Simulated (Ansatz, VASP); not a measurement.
## One calculation of MgO, two programs

```xyz
2
Lattice="0.0000 2.1085 2.1085 2.1085 0.0000 2.1085 2.1085 2.1085 0.0000" Properties=species:S:1:pos:R:3 pbc="T T T"
Mg    0.0000    0.0000    0.0000
O     2.1085    2.1085    2.1085
```

Alike in both runs: task relaxation of cell and atoms; functional LDA; k mesh 10 × 10 × 10; occupations gaussian, width 0.02 eV; no spin polarisation.

```csv
,VASP,Ansatz
version,VASP 6.6.1,Ansatz 0.2.0
potentials or method,"VASP PAW LDA potentials, release 64 (Mg_sv, O), cutoff 840 eV","scalar-relativistic, plane waves, PAW"
valence electrons in the cell,16,16
```

```csv
,VASP,Ansatz,Ansatz less VASP
"gap on the k mesh at the Fermi level, each at its own relaxed structure (eV)",5.00,5.03,+0.036
relaxed volume (Å³/atom),9.03,8.99,-0.041
relaxed length of the cell vector where the two differ most in proportion (Å),2.945,2.941,-0.0045
```

LDA's correlation is that of Perdew and Zunger in VASP and of Perdew and Wang (1992) in Ansatz.
